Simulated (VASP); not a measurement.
## B: single point with PBEsol

Crystal: B.

```
B
1.0
     0.00000    1.96120    1.96120
     1.96120    0.00000    1.96120
     1.96120    1.96120    0.00000
B
2
Direct
  0.12500 0.12500 0.12500
  0.87500 0.87500 0.87500
```

This cell differs from its parent crystal: volume scaled by 0.92.

| Item | Value |
| --- | --- |
| Program | VASP 6.6.1 |
| Task | single point |
| Functional | PBEsol |
| Potentials or basis | VASP PAW PBE potentials, release 64 (B) |
| Cutoff | 520 eV |
| k mesh | 15 × 15 × 15 |
| Occupations | fermi-dirac, width 0.1 eV |
| Spin | no spin polarisation |
| Dipole correction | no |
| Further INCAR settings | ALGO = Normal; EDIFF = 1e-07; NBANDS = 10 |

The pressure is 17.9 GPa. The band gap on the k mesh is zero (band 3 reaches 8.90 eV, above the bottom of band 4 at 1.51 eV).

Levels at points of the mesh, in eV from the Fermi level:
| k point | band 1 | band 2 | band 3 | band 4 | band 5 | band 6 | band 7 |
| --- | --- | --- | --- | --- | --- | --- | --- |
| (0.00, 0.00, 0.00) | -13.61 | 4.39 | 4.39 | 4.39 | 8.68 | 8.68 | 8.68 |

Wall time 6.5 s on 1 thread of Intel(R) Xeon(R) 6975P-C (Granite Rapids) (shared host), peak memory 0.13 GiB.

Caveat: the PAW data sets were made with another functional, which shifts forces and pressure a little.
